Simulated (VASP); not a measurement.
# ScSbSe3 (P4/mmm) in VASP: a series of runs

The runs below take ScSbSe3 through single point, with PBE.

Everything below comes from runs of VASP 6.6.1. Logs are shortened: lines on timing, memory, paths and dates and some standing lists are left out, and cuts for length are marked.

### 1 The cell of the first run

Symmetry: P4/mmm, No. 123, tetragonal system. The conventional cell has a = 4.072 Å, b = 4.072 Å, c = 7.928 Å, α = 90.00°, β = 90.00°, γ = 90.00°. Within 4.1 Å of Sc (site symmetry 4/mmm) lie 4 Sb at 2.88 Å and 10 Se at 3.94 to 3.96 Å and 4 Sc at 4.07 Å. Within 3.5 Å of Sb (site symmetry 4/mmm) lie 2 Se at 2.69 Å and 4 Sc at 2.88 Å. Se (site symmetry 4mm) has 5 Se at 2.56 to 3.15 Å and 1 Sb at 2.69 Å within 3.4 Å. Within 4.1 Å of Se (site symmetry 4/mmm) lie 12 Se at 3.15 to 4.07 Å and 2 Sc at 3.96 Å.

The cell was generated, and may not be a known phase.

### 2 Single point, PBE, collinear spin

Input file INCAR:

```
SYSTEM = ScSbSe3
  ALGO = Normal
  EDIFF = 1E-7
  ENCUT = 520
  GGA = PE
  ISIF = 2
  ISMEAR = 0
  ISPIN = 2
  LASPH = .TRUE.
  LCHARG = .TRUE.
  LELF = .TRUE.
  LMAXMIX = 4
  LORBIT = 11
  LREAL = .FALSE.
  LVHAR = .TRUE.
  LWAVE = .FALSE.
  MAGMOM = 1 0 0 0 0
  NBANDS = 29
  NELM = 150
  PREC = Accurate
  SIGMA = 0.1
```

Input file KPOINTS:

```
k-points
0
G
  4 4 2
  0 0 0
```

Input file POSCAR:

```
ScSbSe3
1.0
    4.0723273632      0.0000000000      0.0000000000
    0.0000000000      4.0723273632      0.0000000000
    0.0000000000      0.0000000000      7.9275319397
Sc Sb Se
1 1 3
Direct
    0.5000000000      0.5000000000      0.0000000000
    0.0000000000      0.0000000000      0.0000000000
    0.0000000000      0.0000000000      0.3388255462
    0.0000000000      0.0000000000      0.6611744538
    0.5000000000      0.5000000000      0.5000000000
```

Potentials or basis: VASP PAW PBE potentials, release 64 (Sc_sv, Sb, Se).

On the command line:

```console
> cat potpaw_PBE.64/Sc_sv/POTCAR potpaw_PBE.64/Sb/POTCAR potpaw_PBE.64/Se/POTCAR > POTCAR
> mpirun -np 1 vasp_std > vasp.out
```

OUTCAR:

```text
SYSTEM = ScSbSe3
   EDIFF = 1E-7
   ENCUT = 520
   GGA = PE
   ISIF = 2
   ISMEAR = 0
   ISPIN = 2
   LASPH = .TRUE.
   LORBIT = 11
   LREAL = .FALSE.
   NELM = 150
   PREC = Accurate

 ion  position               nearest neighbor table
   1  0.500  0.500  0.000-   2 2.88   2 2.88   2 2.88   2 2.88
   2  0.000  0.000  0.000-   3 2.69   4 2.69   1 2.88   1 2.88   1 2.88   1 2.88
   3  0.000  0.000  0.339-   4 2.56   2 2.69
   4  0.000  0.000  0.661-   3 2.56   2 2.69
   5  0.500  0.500  0.500-

  LATTYP: Found a simple tetragonal cell.
 ALAT       =     4.0723273632
 C/A-ratio  =     1.9466833662

  Lattice vectors:

 A1 = (   4.0723273632,   0.0000000000,   0.0000000000)
 A2 = (   0.0000000000,   4.0723273632,   0.0000000000)
 A3 = (   0.0000000000,   0.0000000000,   7.9275319397)

Analysis of symmetry for initial positions (statically):
=====================================================================
 Subroutine PRICEL returns:
 Original cell was already a primitive cell.

 Routine SETGRP: Setting up the symmetry group for a
 simple tetragonal supercell.

 Subroutine GETGRP returns: Found 16 space group operations
 (whereof 16 operations were pure point group operations)
 out of a pool of 16 trial point group operations.

The static configuration has the point symmetry D_4h.

Analysis of symmetry for dynamics (positions and initial velocities):
=====================================================================
 Subroutine PRICEL returns:
 Original cell was already a primitive cell.

 Routine SETGRP: Setting up the symmetry group for a
 simple tetragonal supercell.

 Subroutine GETGRP returns: Found 16 space group operations
 (whereof 16 operations were pure point group operations)
 out of a pool of 16 trial point group operations.

The dynamic configuration has the point symmetry D_4h.

Analysis of structural, dynamic, and magnetic symmetry:
=====================================================================
 Subroutine PRICEL returns:
 Original cell was already a primitive cell.

 Routine SETGRP: Setting up the symmetry group for a
 simple tetragonal supercell.

 Subroutine GETGRP returns: Found 16 space group operations
 (whereof 16 operations were pure point group operations)
 out of a pool of 16 trial point group operations.

The overall configuration has the point symmetry D_4h.

 Subroutine INISYM returns: Found 16 space group operations
 (whereof 16 operations are pure point group operations),
 and found     1 'primitive' translations

----------------------------------------------------------------------------------------

                                     Primitive cell

  volume of cell :     131.4690

  direct lattice vectors                    reciprocal lattice vectors
     4.072327363  0.000000000  0.000000000     0.245559826  0.000000000  0.000000000
     0.000000000  4.072327363  0.000000000     0.000000000  0.245559826  0.000000000
     0.000000000  0.000000000  7.927531940     0.000000000  0.000000000  0.126142664

  length of vectors
     4.072327363  4.072327363  7.927531940     0.245559826  0.245559826  0.126142664

  position of ions in fractional coordinates (direct lattice)
     0.500000000  0.500000000  0.000000000
     0.000000000  0.000000000  0.000000000
     0.000000000  0.000000000  0.338825546
     0.000000000  0.000000000  0.661174454
     0.500000000  0.500000000  0.500000000

  ion indices of the primitive-cell ions
   primitive index   ion index
                 1           1
                 2           2
                 3           3
                 4           4
                 5           5

----------------------------------------------------------------------------------------

 KPOINTS: k-points

Automatic generation of k-mesh.
 Grid dimensions read from file:
 generate k-points for:    4    4    2

 Generating k-lattice:

  Cartesian coordinates                     Fractional coordinates (reciprocal lattice)
     0.061389957  0.000000000  0.000000000     0.250000000  0.000000000  0.000000000
     0.000000000  0.061389957  0.000000000     0.000000000  0.250000000  0.000000000
     0.000000000  0.000000000  0.063071332     0.000000000  0.000000000  0.500000000

  Length of vectors
     0.061389957  0.061389957  0.063071332

  Shift w.r.t. Gamma in fractional coordinates (k-lattice)
     0.000000000  0.000000000  0.000000000

 Subroutine IBZKPT returns following result:
 ===========================================

 Found     12 irreducible k-points:

 Following reciprocal coordinates:
            Coordinates               Weight
  0.000000  0.000000  0.000000      1.000000
  0.250000  0.000000  0.000000      4.000000
  0.500000  0.000000  0.000000      2.000000
  0.250000  0.250000  0.000000      4.000000
  0.500000  0.250000  0.000000      4.000000
  0.500000  0.500000  0.000000      1.000000
  0.000000  0.000000  0.500000      1.000000
  0.250000  0.000000  0.500000      4.000000
  0.500000  0.000000  0.500000      2.000000
  0.250000  0.250000  0.500000      4.000000
  0.500000  0.250000  0.500000      4.000000
  0.500000  0.500000  0.500000      1.000000
   k-points           NKPTS =     12   k-points in BZ     NKDIM =     12   number of bands    NBANDS=     29
   number of dos      NEDOS =    301   number of ions     NIONS =      5
   total plane-waves  NPLWV =  54000
   dimension x,y,z NGX =    30 NGY =   30 NGZ =   60
   dimension x,y,z NGXF=    60 NGYF=   60 NGZF=  120
   ions per type =               1   1   3
   NGX,Y,Z   is equivalent  to a cutoff of  12.25, 12.25, 12.58 a.u.
   NGXF,Y,Z  is equivalent  to a cutoff of  24.49, 24.49, 25.16 a.u.
 SYSTEM =  ScSbSe3
   PREC   = accura    normal or accurate (medium, high low for compatibility)
   ISTART =      0    job   : 0-new  1-cont  2-samecut
   ICHARG =      2    charge: 1-file 2-atom 10-const
   ISPIN  =      2    spin polarized calculation?
   LNONCOLLINEAR =      F non collinear calculations
   LSORBIT =      F    spin-orbit coupling
   LASPH  =      T    aspherical Exc in radial PAW
   ENCUT  =  520.0 eV  38.22 Ry    6.18 a.u.   7.57  7.57 14.74*2*pi/ulx,y,z
   NELM   =    150;   NELMIN=  2; NELMDL= -5     # of ELM steps
   EDIFF  = 0.1E-06   stopping-criterion for ELM
   LREAL  =      F    real-space projection
   EDIFFG = 0.1E-05   stopping-criterion for IOM
   NSW    =      0    number of steps for IOM
   IBRION =     -1    ionic relax: 0-MD 1-quasi-New 2-CG
   NFREE  =      0    steps in history (QN), initial steepest desc. (CG)
   ISIF   =      2    stress and relaxation
   ISYM   =      2    0-nonsym 1-usesym 2-fastsym
   POTIM  = 0.5000    time-step for ionic-motion
   TEBEG  =    0.0;   TEEND  =   0.0 temperature during run
   PSTRESS=    0.0 pullay stress
   NELECT =      34.0000    total number of electrons
   NUPDOWN=      -1.0000    fix difference up-down
   EMIN   =  10.00;   EMAX   =-10.00  energy-range for DOS
   EFERMI =   0.00;   METHOD = LEGACY
   ISMEAR =     0;   SIGMA  =   0.10  broadening in eV -4-tet -1-fermi 0-gaus
   EFERMI_NEDOS =   21; number of points for ismear=-14 and -15
   IALGO  =     38    algorithm
   IMIX   =      4    mixing-type and parameters
     AMIX     =   0.40;   BMIX     =  1.00
     AMIX_MAG =   1.60;   BMIX_MAG =  1.00
  volume/ion in A,a.u.               =      26.29       177.44
  Fermi-wavevector in a.u.,A,eV,Ry     =   1.043022  1.971025 14.801700  1.087894
  Thomas-Fermi vector in A             =   2.177713
   LORBIT       =     11    0 simple, 1 ext, 2 COOP (PROOUT), +10 PAW based schemes
   GGA     = PE    functional components
   LHFCALC =     F    Hartree Fock is set to
   AEXX    =    0.0000 exact exchange contribution
   IVDW    =     0    specifies the selected vdW correction
   LEPSILON=     F    determine dielectric tensor
   LRPA    =     F    only Hartree local field effects (RPA)
 spin polarized calculation
 Gauss-broadening in eV      SIGMA  =   0.10
  energy-cutoff  :      520.00
  volume of cell :      131.47
 maximum number of plane-waves:      3557
   NGX = 15   NGY = 15   NGZ = 29

 number of electron      34.0000001 magnetization      -0.0000350

 number of electron      34.0000001 magnetization       0.0000086

 Free energy of the ion-electron system (eV)
  ---------------------------------------------------
  ext. energy  EPLUGINS =         0.00000000
  ---------------------------------------------------
  free energy    TOTEN  =       -20.13931373 eV

  energy without entropy =      -20.12256684  energy(sigma->0) =      -20.13094029

 E-fermi :   4.4873     XC(G=0):  -9.4282

 val. band max:        4.4046527824   @ k =   0.2500   0.0000   0.0000
 cond. band min:       4.4905308309   @ k =   0.2500   0.0000   0.5000
 fundamental gap:      0.0858780485
 Fermi energy:         4.4873392657

 spin component 1

 k-point     1 :       0.0000    0.0000    0.0000
  band No.  band energies     occupation
      1     -46.3042      1.00000
      2     -25.1478      1.00000
      3     -24.8143      1.00000
      4     -24.8143      1.00000
      5     -10.4216      1.00000
      6      -8.1064      1.00000
[... 21 lines left out ...]
     28      10.9354      0.00000
     29      11.1491      0.00000

 k-point     2 :       0.2500    0.0000    0.0000
  band No.  band energies     occupation
      1     -46.3037      1.00000
      2     -25.1468      1.00000
      3     -24.8276      1.00000
      4     -24.8105      1.00000
      5     -10.1304      1.00000
      6      -8.0031      1.00000
[... 312 lines left out ...]
 k-point    12 :       0.5000    0.5000    0.5000
  band No.  band energies     occupation
      1     -46.3017      1.00000
      2     -25.1443      1.00000
      3     -24.8359      1.00000
      4     -24.8359      1.00000
      5      -9.3799      1.00000
      6      -8.0538      1.00000
[... 21 lines left out ...]
     28      11.2331      0.00000
     29      11.2331      0.00000
 Fermi energy:         4.4873392657

 spin component 2

 k-point     1 :       0.0000    0.0000    0.0000
  band No.  band energies     occupation
      1     -46.3042      1.00000
      2     -25.1478      1.00000
      3     -24.8143      1.00000
      4     -24.8143      1.00000
      5     -10.4216      1.00000
      6      -8.1064      1.00000
[... 21 lines left out ...]
     28      10.9354      0.00000
     29      11.1491      0.00000

 k-point     2 :       0.2500    0.0000    0.0000
  band No.  band energies     occupation
      1     -46.3037      1.00000
      2     -25.1468      1.00000
      3     -24.8275      1.00000
      4     -24.8105      1.00000
      5     -10.1304      1.00000
      6      -8.0031      1.00000
[... 312 lines left out ...]
 k-point    12 :       0.5000    0.5000    0.5000
  band No.  band energies     occupation
      1     -46.3017      1.00000
      2     -25.1443      1.00000
      3     -24.8359      1.00000
      4     -24.8359      1.00000
      5      -9.3799      1.00000
      6      -8.0538      1.00000
[... 21 lines left out ...]
     28      11.2331      0.00000
     29      11.2331      0.00000

------------------------ aborting loop because EDIFF is reached ----------------------------------------

  FORCE on cell =-STRESS in cart. coord.  units (eV):
  Direction    XX          YY          ZZ          XY          YZ          ZX
  --------------------------------------------------------------------------------------
  -------------------------------------------------------------------------------------
  Total        0.0288378      0.0288378      0.0459011      0.0000000      0.0000000      0.0000000
  in kB        0.3514379      0.3514379      0.5593838      0.0000000      0.0000000      0.0000000
  external PRESSURE =       0.4207532 kB  Pullay stress =       0.0000000 kB

 VOLUME and BASIS-vectors are now :
 -----------------------------------------------------------------------------
  energy-cutoff  :      520.00
  volume of cell :      131.47
      direct lattice vectors                 reciprocal lattice vectors
     4.072327363  0.000000000  0.000000000     0.245559826  0.000000000  0.000000000
     0.000000000  4.072327363  0.000000000     0.000000000  0.245559826  0.000000000
     0.000000000  0.000000000  7.927531940     0.000000000  0.000000000  0.126142664

 POSITION                                       TOTAL-FORCE (eV/Angst)
 -----------------------------------------------------------------------------------
      2.03616      2.03616      0.00000         0.000000     -0.000000      0.000000
      0.00000      0.00000      0.00000         0.000000     -0.000000      0.000000
      0.00000      0.00000      2.68605         0.000000      0.000000      0.005435
      0.00000      0.00000      5.24148         0.000000      0.000000     -0.005435
      2.03616      2.03616      3.96377         0.000000     -0.000000      0.000000
 -----------------------------------------------------------------------------------
    total drift:                                0.000000      0.000000     -0.000000

  FREE ENERGIE OF THE ION-ELECTRON SYSTEM (eV)
  ---------------------------------------------------
  free  energy   TOTEN  =       -20.1393137349 eV

  energy  without entropy=      -20.1225668365  energy(sigma->0) =      -20.13094029

 total charge

# of ion       s       p       d       tot
------------------------------------------
    1        2.157   6.084   1.043   9.284
    2        1.144   1.355   0.046   2.545
    3        1.523   2.119   0.044   3.686
    4        1.523   2.119   0.044   3.686
    5        1.528   2.054   0.024   3.606
--------------------------------------------------
tot          7.875  13.731   1.202  22.807

 magnetization (x)

# of ion       s       p       d       tot
------------------------------------------
    1        0.000   0.000   0.000   0.000
    2        0.000   0.000   0.000   0.000
    3        0.000  -0.000   0.000  -0.000
    4        0.000  -0.000   0.000  -0.000
    5        0.000   0.000   0.000   0.000
--------------------------------------------------
tot          0.000   0.000   0.000   0.000
```

It took 1.8 min on 1 thread of Oxide Virtual Turin-like, shared host; peak memory 0.26 GiB.

Results:

```
Free energy                                           : -20.1393 eV
Pressure                                              : 0.0 GPa
Largest force                                         : 0.005 eV/Å
Band gap on the k mesh                                : zero (filled and empty bands overlap)
Net moment                                            : 0.00 μB per cell
Valence electrons inside the program's atomic spheres : Sc 9.28; Sb 2.54; Se 3.69, 3.61 (each value once)
```

Forces in eV/Å, atoms in the order of the input:
```
Sc   0.000  0.000  0.000
Sb   0.000  0.000  0.000
Se   0.000  0.000  0.005
Se   0.000  0.000 -0.005
Se   0.000  0.000  0.000
```

Caveat: the k points lie up to 0.40 Å⁻¹ apart, too coarse for converged energies and pressures of a metal; spin-orbit coupling is left out, which moves the levels of the heavy elements.

### 3 Single point, PBE

This run uses another cell than the first one, of 26.49 Å³/atom.

Input file INCAR:

```
ALGO = Fast
EDIFF = 1E-6
ENCUT = 520
GGA = PE
ISIF = 2
ISMEAR = 0
LASPH = T
LCHARG = T
LELF = T
LREAL = F
LVHAR = T
LWAVE = F
NBANDS = 25
NELM = 80
PREC = Accurate
SIGMA = 0.1
```

Input file KPOINTS:

```
k-points
0
Gamma
  10 10 6
```

Input file POSCAR:

```
ScSbSe3
1.0
    4.0018826176      0.0000000000      0.0000000000
    0.0000000000      4.0018826176      0.0000000000
    0.0000000000      0.0000000000      8.2714771327
Sc Sb Se
1 1 3
Direct
    0.5000000000      0.5000000000      0.0000000000
    0.0000000000      0.0000000000      0.0000000000
    0.0000000000      0.0000000000      0.3447332654
    0.0000000000      0.0000000000      0.6552667346
    0.5000000000      0.5000000000      0.5000000000
```

Potentials or basis: VASP PAW PBE potentials, release 64 (Sc_sv, Sb, Se).

On the command line:

```console
> cat potpaw_PBE.64/Sc_sv/POTCAR potpaw_PBE.64/Sb/POTCAR potpaw_PBE.64/Se/POTCAR > POTCAR
> mpirun -np 1 vasp_std > vasp.out
```

Wall time 5.8 min (1 thread of Oxide Virtual Turin-like, shared host); peak memory 0.4 GiB.

It converged, with:

```
Free energy            : -20.1399 eV
Pressure               : 0.0 GPa
Largest force          : 0.003 eV/Å
Band gap on the k mesh : zero (bands 17 and 18 overlap by 1.09 eV)
```

Forces on the atoms (eV/Å):
```
Sc   0.000  0.000  0.000
Sb   0.000  0.000  0.000
Se   0.000  0.000 -0.003
Se   0.000  0.000  0.003
Se   0.000  0.000  0.000
```

Levels at points of the mesh, in eV from the Fermi level:
```csv
k point,band 13,band 14,band 15,band 16,band 17,band 18,band 19,band 20,band 21,band 22
"(0.00, 0.00, 0.00)",-1.74,-0.82,-0.82,-0.52,-0.26,-0.26,0.91,1.02,1.29,1.29
"(0.50, 0.00, 0.00)",-2.44,-2.25,-1.45,-1.32,-1.13,-0.41,0.79,1.00,1.18,1.32
"(0.50, 0.50, 0.00)",-2.92,-2.40,-2.40,-2.07,-1.95,0.74,0.74,1.01,1.58,1.58
"(0.00, 0.00, 0.50)",-1.23,-1.23,-0.52,0.21,0.63,0.63,0.84,0.84,0.91,1.06
"(0.50, 0.00, 0.50)",-2.19,-1.93,-1.57,-1.32,-0.14,0.28,0.99,1.20,1.34,1.34
"(0.50, 0.50, 0.50)",-3.50,-2.16,-1.34,-1.34,-0.10,-0.10,1.15,1.28,1.80,1.80
```

Caveat: spin-orbit coupling is left out, which moves the levels of the heavy elements.

The gap in the log of VASP goes by the Fermi energy; the results here count the filled bands.